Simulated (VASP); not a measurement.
Runs of VASP 6.6.1 on GeSb2Te4. The structure is that of space group Cm (No. 8), or close to it. The cells are those of the table. 

```tsv
cell	gap on the mesh (eV)	pressure (GPa)	largest force (eV/Å)
a = 4.298, b = 4.298, c = 14.185 Å, angles 94.3, 94.3, 60.0°, 7 atoms	0.18	0.6	0.39
a = 4.298, b = 4.298, c = 14.144 Å, angles 92.2, 92.2, 60.0°, 7 atoms	(a)	1.1	0.72
a = 4.298, b = 4.298, c = 14.252 Å, angles 83.5, 83.5, 60.0°, 7 atoms	0.29	0.2	0.14
a = 4.298, b = 4.298, c = 14.782 Å, angles 75.3, 75.3, 60.0°, 7 atoms	0.33	(b)	0.08
a = 4.298, b = 4.298, c = 14.185 Å, angles 85.7, 85.7, 60.0°, 7 atoms	(c)	0.6	0.40
```

Alike in all rows: task single point; level PBE; potentials or basis VASP PAW PBE potentials, release 64 (Ge_d, Sb, Te); no spin polarisation; k mesh 9 × 9 × 3; cutoff (eV) 520; smearing gaussian 0.03 eV.

Problem. Fill in the values left out.

Solution. (a) 0.08; (b) 0.1; (c) 0.16.

Caveats: spin-orbit coupling is left out, which moves the levels of the heavy elements; an odd mesh through Γ misses points on the zone boundary, where band edges can lie; this functional lacks dispersion, which binds the layers, so the pressure and a relaxed spacing across them are unreliable (at least some runs).

A k mesh can miss the band edges, and the runs leave out spin-orbit coupling on Ge, Sb, Te.
